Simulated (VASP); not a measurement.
# Pt (P1) in VASP: single point with PBEsol

Aim: the single point of Pt with PBEsol.

Program: VASP 6.6.1. These are calculated values, not measurements. Logs are shortened: lines on timing, memory, paths and dates and some standing lists are left out, and cuts for length are marked.

### Step 1. The cell of the first run

The typed cell holds 4 atoms: a = 2.725 Å, b = 4.707 Å, c = 4.720 Å, α = 90.00°, β = 90.00°, γ = 90.00°.

### Step 2. Single point, PBEsol (atoms moved at random)

The input, INCAR:

```
SYSTEM = Pt
  PREC = Accurate
  ENCUT = 500
  EDIFF = 1E-6
  ISMEAR = 0
  SIGMA = 0.15
  LREAL = .False.
  LASPH = .True.
  NELM = 120
  ALGO = Normal
  ISIF = 2
  LWAVE = .False.
  LCHARG = .False.
  GGA = PS
  NBANDS = 28
  GGA_COMPAT = .False.
```

The input, KPOINTS:

```
regular mesh
0
Gamma
  12 8 8
  0 0 0
```

The input, POSCAR:

```
Pt
1.0
   -2.7251696198      0.0000000000      0.0000000000
    0.0000000000      0.0000000000     -4.7068056324
    0.0000000000     -4.7201322407      0.0000000000
Pt
4
Direct
    1.0921679839      0.3025912547      0.3260794208
    0.4703806278      0.3238694086      0.7968571438
    0.4883133485      0.7084151268      0.1593590378
   -0.0508619602      0.6651242099      0.7177043976
```

Potentials or basis: VASP PAW PBE potentials, release 64 (Pt).

Started as:

```bash
> cat potpaw_PBE.64/Pt/POTCAR > POTCAR
> mpirun -np 1 vasp_std > vasp.out
```

OUTCAR:

```text
SYSTEM = Pt
   PREC = Accurate
   ENCUT = 500
   EDIFF = 1E-6
   ISMEAR = 0
   LREAL = .False.
   LASPH = .True.
   NELM = 120
   ISIF = 2
   GGA = PS

 ion  position               nearest neighbor table
   1  0.092  0.303  0.326-   3 2.33   2 2.45   4 2.55   3 2.64   2 2.70   2 2.80   2 3.02   3 3.10
                             3 3.34   4 3.36   4 3.43
   2  0.470  0.324  0.797-   4 2.10   4 2.18   1 2.45   3 2.49   1 2.70   1 2.80   1 3.02   3 3.36
                             4 3.38   4 3.43
   3  0.488  0.708  0.159-   1 2.33   4 2.44   2 2.49   4 2.56   1 2.64   4 2.93   4 3.02   1 3.10
                             1 3.34   2 3.36
   4  0.949  0.665  0.718-   2 2.10   2 2.18   3 2.44   1 2.55   3 2.56   3 2.93   3 3.02   1 3.36
                             2 3.38   2 3.43   1 3.43

  LATTYP: Found a simple orthorhombic cell.
 ALAT       =     2.7251696198
 B/A-ratio  =     1.7271606135
 C/A-ratio  =     1.7320508076

  Lattice vectors:

 A1 = (  -2.7251696198,   0.0000000000,   0.0000000000)
 A2 = (   0.0000000000,   0.0000000000,  -4.7068056324)
 A3 = (   0.0000000000,  -4.7201322407,   0.0000000000)

Analysis of symmetry for initial positions (statically):
=====================================================================
 Subroutine PRICEL returns:
 Original cell was already a primitive cell.

 Routine SETGRP: Setting up the symmetry group for a
 simple orthorhombic supercell.

 Subroutine GETGRP returns: Found  1 space group operations
 (whereof  1 operations were pure point group operations)
 out of a pool of  8 trial point group operations.

The static configuration has the point symmetry C_1 .

Analysis of symmetry for dynamics (positions and initial velocities):
=====================================================================
 Subroutine PRICEL returns:
 Original cell was already a primitive cell.

 Routine SETGRP: Setting up the symmetry group for a
 simple orthorhombic supercell.

 Subroutine GETGRP returns: Found  1 space group operations
 (whereof  1 operations were pure point group operations)
 out of a pool of  8 trial point group operations.

The dynamic configuration has the point symmetry C_1 .

 Subroutine INISYM returns: Found  1 space group operations
 (whereof  1 operations are pure point group operations),
 and found     1 'primitive' translations

----------------------------------------------------------------------------------------

                                     Primitive cell

  volume of cell :      60.5444

  direct lattice vectors                    reciprocal lattice vectors
    -2.725169620  0.000000000  0.000000000    -0.366949636  0.000000000  0.000000000
     0.000000000  0.000000000 -4.706805632     0.000000000  0.000000000 -0.212458316
     0.000000000 -4.720132241  0.000000000     0.000000000 -0.211858471  0.000000000

  length of vectors
     2.725169620  4.706805632  4.720132241     0.366949636  0.212458316  0.211858471

  position of ions in fractional coordinates (direct lattice)
     0.092167984  0.302591255  0.326079421
     0.470380628  0.323869409  0.796857144
     0.488313349  0.708415127  0.159359038
     0.949138040  0.665124210  0.717704398

  ion indices of the primitive-cell ions
   primitive index   ion index
                 1           1
                 2           2
                 3           3
                 4           4

----------------------------------------------------------------------------------------

 KPOINTS: regular mesh

Automatic generation of k-mesh.
 Grid dimensions read from file:
 generate k-points for:   12    8    8

 Generating k-lattice:

  Cartesian coordinates                     Fractional coordinates (reciprocal lattice)
    -0.030579136  0.000000000  0.000000000     0.083333333  0.000000000  0.000000000
     0.000000000  0.000000000 -0.026557290     0.000000000  0.125000000  0.000000000
     0.000000000 -0.026482309  0.000000000     0.000000000  0.000000000  0.125000000

  Length of vectors
     0.030579136  0.026557290  0.026482309

  Shift w.r.t. Gamma in fractional coordinates (k-lattice)
     0.000000000  0.000000000  0.000000000

 Subroutine IBZKPT returns following result:
 ===========================================

 Found    388 irreducible k-points:

 Following reciprocal coordinates:
            Coordinates               Weight
  0.000000  0.000000  0.000000      1.000000
  0.083333  0.000000  0.000000      2.000000
  0.166667  0.000000  0.000000      2.000000
  0.250000  0.000000  0.000000      2.000000
  0.333333  0.000000  0.000000      2.000000
  0.416667  0.000000  0.000000      2.000000
[... 16 lines left out ...]
  0.166667  0.250000  0.000000      2.000000
  0.166667 -0.250000  0.000000      2.000000
 [... further k-points ...]
   k-points           NKPTS =    388   k-points in BZ     NKDIM =    388   number of bands    NBANDS=     28
   number of dos      NEDOS =    301   number of ions     NIONS =      4
   total plane-waves  NPLWV =  25920
   dimension x,y,z NGX =    20 NGY =   36 NGZ =   36
   dimension x,y,z NGXF=    40 NGYF=   72 NGZF=   72
   ions per type =               4
   NGX,Y,Z   is equivalent  to a cutoff of  12.20, 12.72, 12.68 a.u.
   NGXF,Y,Z  is equivalent  to a cutoff of  24.40, 25.43, 25.36 a.u.
 SYSTEM =  Pt
   PREC   = accura    normal or accurate (medium, high low for compatibility)
   ISTART =      0    job   : 0-new  1-cont  2-samecut
   ICHARG =      2    charge: 1-file 2-atom 10-const
   ISPIN  =      1    spin polarized calculation?
   LNONCOLLINEAR =      F non collinear calculations
   LSORBIT =      F    spin-orbit coupling
   LASPH  =      T    aspherical Exc in radial PAW
   ENCUT  =  500.0 eV  36.75 Ry    6.06 a.u.   4.97  8.58  8.61*2*pi/ulx,y,z
   NELM   =    120;   NELMIN=  2; NELMDL= -5     # of ELM steps
   EDIFF  = 0.1E-05   stopping-criterion for ELM
   LREAL  =      F    real-space projection
   EDIFFG = 0.1E-04   stopping-criterion for IOM
   NSW    =      0    number of steps for IOM
   IBRION =     -1    ionic relax: 0-MD 1-quasi-New 2-CG
   NFREE  =      0    steps in history (QN), initial steepest desc. (CG)
   ISIF   =      2    stress and relaxation
   ISYM   =      2    0-nonsym 1-usesym 2-fastsym
   POTIM  = 0.5000    time-step for ionic-motion
   TEBEG  =    0.0;   TEEND  =   0.0 temperature during run
   PSTRESS=    0.0 pullay stress
   NELECT =      40.0000    total number of electrons
   NUPDOWN=      -1.0000    fix difference up-down
   EMIN   =  10.00;   EMAX   =-10.00  energy-range for DOS
   EFERMI =   0.00;   METHOD = LEGACY
   ISMEAR =     0;   SIGMA  =   0.15  broadening in eV -4-tet -1-fermi 0-gaus
   EFERMI_NEDOS =   21; number of points for ismear=-14 and -15
   IALGO  =     38    algorithm
   IMIX   =      4    mixing-type and parameters
     AMIX     =   0.40;   BMIX     =  1.00
     AMIX_MAG =   1.60;   BMIX_MAG =  1.00
  volume/ion in A,a.u.               =      15.14       102.14
  Fermi-wavevector in a.u.,A,eV,Ry     =   1.425838  2.694443 27.660833  2.033014
  Thomas-Fermi vector in A             =   2.546179
   LORBIT       =      0    0 simple, 1 ext, 2 COOP (PROOUT), +10 PAW based schemes
   GGA     = PS    functional components
   LHFCALC =     F    Hartree Fock is set to
   AEXX    =    0.0000 exact exchange contribution
   IVDW    =     0    specifies the selected vdW correction
   LEPSILON=     F    determine dielectric tensor
   LRPA    =     F    only Hartree local field effects (RPA)
 non-spin polarized calculation
 Gauss-broadening in eV      SIGMA  =   0.15
  energy-cutoff  :      500.00
  volume of cell :       60.54
 maximum number of plane-waves:      1570
   NGX =  9   NGY = 17   NGZ = 17

 number of electron      39.9999999 magnetization

 Free energy of the ion-electron system (eV)
  ---------------------------------------------------
  ext. energy  EPLUGINS =         0.00000000
  ---------------------------------------------------
  free energy    TOTEN  =       -20.24024758 eV

  energy without entropy =      -20.17788491  energy(sigma->0) =      -20.20906624

 E-fermi :  11.5335     XC(G=0): -13.3598

 val. band max:       11.5325084550   @ k =   0.0833   0.1250   0.0000
 cond. band min:      11.5342997867   @ k =   0.2500   0.0000   0.1250
 fundamental gap:      0.0017913317
 Fermi energy:        11.5334834680

 k-point     1 :       0.0000    0.0000    0.0000
  band No.  band energies     occupation
      1       0.4014      2.00000
      2       1.4210      2.00000
      3       2.9881      2.00000
      4       3.1319      2.00000
      5       3.8258      2.00000
      6       4.1418      2.00000
[... 20 lines left out ...]
     27      20.1396      0.00000
     28      21.9122      0.00000

 k-point     2 :       0.0833    0.0000    0.0000
  band No.  band energies     occupation
      1       0.6037      2.00000
      2       1.6398      2.00000
      3       3.1311      2.00000
      4       3.2137      2.00000
      5       3.9425      2.00000
      6       4.1144      2.00000
[... 20 lines left out ...]
     27      20.1861      0.00000
     28      22.1390      0.00000

 k-point     3 :       0.1667    0.0000    0.0000
  band No.  band energies     occupation
      1       1.1783      2.00000
      2       2.2472      2.00000
      3       3.2362      2.00000
      4       3.6431      2.00000
      5       3.9834      2.00000
      6       4.3899      2.00000
[... 20 lines left out ...]
     27      19.7784      0.00000
     28      22.1106      0.00000

 k-point     4 :       0.2500    0.0000    0.0000
  band No.  band energies     occupation
      1       2.0246      2.00000
      2       2.9961      2.00000
      3       3.2850      2.00000
      4       4.0320      2.00000
      5       4.1306      2.00000
      6       4.6967      2.00000
[... 578 lines left out ...]
     27      19.3642      0.00000
     28      23.5272      0.00000

 k-point    23 :       0.1667    0.2500    0.0000
  band No.  band energies     occupation
      1       1.5059      2.00000
      2       2.2933      2.00000
      3       3.2111      2.00000
      4       3.7294      2.00000
      5       3.9665      2.00000
      6       4.4909      2.00000
[... 20 lines left out ...]
     27      19.4374      0.00000
     28      22.0549      0.00000

 k-point    24 :       0.1667   -0.2500    0.0000
  band No.  band energies     occupation
      1       1.5203      2.00000
      2       2.2878      2.00000
      3       3.2411      2.00000
      4       3.6944      2.00000
      5       3.9121      2.00000
      6       4.4140      2.00000
[... 20 lines left out ...]
     27      19.6010      0.00000
     28      21.5681      0.00000

 [... further k-points ...]

------------------------ aborting loop because EDIFF is reached ----------------------------------------

  FORCE on cell =-STRESS in cart. coord.  units (eV):
  Direction    XX          YY          ZZ          XY          YZ          ZX
  --------------------------------------------------------------------------------------
  -------------------------------------------------------------------------------------
  Total       31.6364577     20.9968158     36.0948701     -2.7636690     -4.0250206      5.7660602
  in kB      837.1908296    555.6355834    955.1731290    -73.1345570   -106.5135154    152.5863846
  external PRESSURE =     782.6665140 kB  Pullay stress =       0.0000000 kB

 VOLUME and BASIS-vectors are now :
 -----------------------------------------------------------------------------
  energy-cutoff  :      500.00
  volume of cell :       60.54
      direct lattice vectors                 reciprocal lattice vectors
    -2.725169620  0.000000000  0.000000000    -0.366949636  0.000000000  0.000000000
     0.000000000  0.000000000 -4.706805632     0.000000000  0.000000000 -0.212458316
     0.000000000 -4.720132241  0.000000000     0.000000000 -0.211858471  0.000000000

 POSITION                                       TOTAL-FORCE (eV/Angst)
 -----------------------------------------------------------------------------------
     -0.25117     -1.53914     -1.42424         2.355665      1.381461      6.749404
     -1.28187     -3.76127     -1.52439         0.625026     -4.121338     19.375527
     -1.33074     -0.75220     -3.33437        -0.996596     -3.577453     -7.457265
     -2.58656     -3.38766     -3.13061        -1.984095      6.317330    -18.667666
 -----------------------------------------------------------------------------------
    total drift:                                0.000121     -0.000064     -0.000017

  FREE ENERGIE OF THE ION-ELECTRON SYSTEM (eV)
  ---------------------------------------------------
  free  energy   TOTEN  =       -20.2402475754 eV

  energy  without entropy=      -20.1778849055  energy(sigma->0) =      -20.20906624
```

Run time: 6.3 min. Hardware: 1 thread of Oxide Virtual Turin-like, shared host; peak memory 0.49 GiB.

Results:

- Free energy: -20.2402 eV
- Pressure: 78.3 GPa
- Largest force: 19.819 eV/Å
- Band gap on the k mesh: zero (bands 20 and 21 overlap by 0.73 eV)

Forces in eV/Å, atoms in the order of the input:
```
Pt    2.356   1.381   6.749
Pt    0.625  -4.121  19.376
Pt   -0.997  -3.577  -7.457
Pt   -1.984   6.317 -18.668
```

Caveat: the cell differs from its parent crystal (atoms moved at random); the stress differs along the axes, from 56 to 96 GPa; the PAW data sets were made with another functional, which shifts forces and pressure a little; spin-orbit coupling is left out, which moves the levels of the heavy elements.
